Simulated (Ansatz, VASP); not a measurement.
# Bi: VASP beside Ansatz

Contents of INCAR:

```
SYSTEM = Bi
PREC     = Accurate       ! precision mode
ENCUT    = 520            ! plane-wave cutoff, eV
EDIFF    = 1E-6           ! SCF threshold, eV
ISMEAR   = -1             ! smearing method
SIGMA    = 0.1            ! smearing width, eV
LREAL    = .False.        ! projectors in reciprocal space
LASPH    = .True.         ! aspherical terms in the spheres
NELM     = 60             ! most SCF steps
ALGO     = Normal         ! electronic algorithm
ISIF     = 2              ! what is computed and relaxed
LWAVE    = .False.        ! write WAVECAR
LCHARG   = .False.        ! write CHGCAR
GGA      = PE             ! functional
NBANDS   = 14             ! bands
```

Contents of KPOINTS:

```
Automatic mesh
0
Gamma
  18 18 18
  0 0 0
```

Contents of POSCAR:

```
Bi
1.0
   -1.9659311508      1.9659311508      1.9659311508
    1.9659311508     -1.9659311508      1.9659311508
    1.9659311508      1.9659311508     -1.9659311508
Bi
1
Direct
    0.0000000000      0.0000000000      0.0000000000
```

Input for Ansatz:

```yaml
crystal:
  lattice:
    - [-1.9659311508, 1.9659311508, 1.9659311508]
    - [1.9659311508, -1.9659311508, 1.9659311508]
    - [1.9659311508, 1.9659311508, -1.9659311508]
  atoms:
    - { symbol: Bi, position: [0.0, 0.0, 0.0] }
hamiltonian:
  xc: pbe
  pseudopotentials:
    kind: paw
    azcp:
      Bi: "pseudopotentials/Bi.paw.azcp"
basis:
  ecutwfc: 420
  fft_grid_basis: typed
kpoints:
  mp_grid: { grid: [18, 18, 18], shift: [0, 0, 0] }
magnetization:
  spin_polarized: false
scf:
  occupations: { method: fermi_dirac, width: 0.1 }
output:
  stress: true
```

Alike in both runs: task single point; functional PBE; k mesh 18 × 18 × 18; occupations fermi-dirac, width 0.1 eV; no spin polarisation.

```csv
,VASP,Ansatz
version,VASP 6.6.1,Ansatz 0.2.0
potentials or method,"VASP PAW PBE potentials, release 64 (Bi_d), cutoff 520 eV","plane waves (420 eV) with PAW, scalar-relativistic"
valence electrons in the cell,15,15
```

|  | VASP | Ansatz | Ansatz less VASP |
| --- | --- | --- | --- |
| pressure (GPa) | 2.3 | 2.3 | +0.04 |

The functional is the same, so the differences come from potentials, cutoffs and numerics.

Spin-orbit coupling is off throughout.
